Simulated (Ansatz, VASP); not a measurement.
# MnO in VASP and in Ansatz

Contents of INCAR:

```
SYSTEM = MnO
PREC     = Accurate       ! precision mode
ENCUT    = 520            ! plane-wave cutoff, eV
EDIFF    = 1E-6           ! SCF threshold, eV
ISMEAR   = -1             ! smearing method
SIGMA    = 0.05           ! smearing width, eV
LREAL    = .False.        ! projectors in reciprocal space
LASPH    = .True.         ! aspherical terms in the spheres
NELM     = 150            ! most SCF steps
ALGO     = Normal         ! electronic algorithm
ISIF     = 2              ! what is computed and relaxed
LWAVE    = .False.        ! write WAVECAR
LCHARG   = .False.        ! write CHGCAR
ISPIN    = 2              ! spin polarisation
MAGMOM   = 4 0            ! initial moments
LORBIT   = 11             ! projections on sites
LMAXMIX  = 4              ! l up to which the mixer works
LDAU     = .True.         ! DFT+U
LDAUTYPE = 2            
LDAUL    = 2 -1           ! shell
LDAUU    = 1 0            ! U, eV
LDAUJ    = 0 0          
LDAUPRINT= 1            
GGA      = PS             ! functional
NBANDS   = 20             ! bands
```

File KPOINTS:

```
Automatic mesh
0
Gamma
  10 10 10
  0 0 0
```

File POSCAR:

```
MnO
1.0
    0.0000000000      2.2239077028      2.2239077028
    2.2239077028      0.0000000000      2.2239077028
    2.2239077028      2.2239077028      0.0000000000
Mn O
1 1
Direct
    0.0000000000      0.0000000000      0.0000000000
    0.5000000000      0.5000000000      0.5000000000
```

The input input.yaml:

```yaml
crystal:
  lattice:
    - [0.0, 2.2239077028, 2.2239077028]
    - [2.2239077028, 0.0, 2.2239077028]
    - [2.2239077028, 2.2239077028, 0.0]
  atoms:
    - { symbol: Mn, position: [0.0, 0.0, 0.0], spin: 4.0 }
    - { symbol: O, position: [0.5, 0.5, 0.5] }
hamiltonian:
  xc: pbesol
  pseudopotentials: { kind: paw }
  hubbard: { sites: [{ species: Mn, l: d, u_eff: 1.0 }] }
magnetization:
  spin_polarized: true
kpoints:
  mp_grid: { grid: [10, 10, 10] }
  band_path:
    path:
      - [[0.0, 0.0, 0.0], [0.5, 0.0, 0.5], [0.5, 0.25, 0.75], [0.375, 0.375, 0.75], [0.0, 0.0, 0.0], [0.5, 0.5, 0.5], [0.625, 0.25, 0.625], [0.5, 0.25, 0.75], [0.5, 0.5, 0.5], [0.375, 0.375, 0.75]]
      - [[0.625, 0.25, 0.625], [0.5, 0.0, 0.5]]
    npoints: 14
scf:
  occupations: { method: fermi_dirac, width: 0.05 }
  n_extra_bands: 6
output:
  forces: true
  stress: true
  eigenvalues: true
  fatbands: false
  write_density: true
  write_potential: true
  elf: true
  volumetric_format: npy
```

Alike in both runs: functional PBEsol; k mesh 10 × 10 × 10; occupations fermi-dirac, width 0.05 eV; collinear spin; Hubbard terms Mn d U = 1.0 eV.

|  | VASP | Ansatz |
| --- | --- | --- |
| version | VASP 6.6.1 | Ansatz 0.2.0 |
| potentials or method | VASP PAW PBE potentials, release 64 (Mn_pv, O) | Ansatz PAW |
| plane-wave cutoff (eV) | 520 | 420 |
| valence electrons in the cell | 19 | 21 |
| task | single point | band structure |

```csv
,VASP,Ansatz,Ansatz less VASP
gap on the k mesh at the Fermi level (eV),none,none,-
pressure (GPa),-2.5,-2.1,+0.47
net moment per atom (μB),2.47,2.47,+0.006
size of the moment on the site where the two differ most (μB),4.47,4.17,-0.301
```

VASP's potentials were made for PBE, not for PBEsol. Site moments also hang on the region over which each program counts them. The programs project onto different local orbitals, so the same U acts differently, and such runs can settle in different states. A gap of «none» marks a metal or a gap that the smearing closes. VASP's potentials hold 19 valence electrons a cell and Ansatz's 21, so a difference there can come from the potentials and not from the codes.

Noted on Ansatz's run: the magnetic or orbital state may not be the lowest.
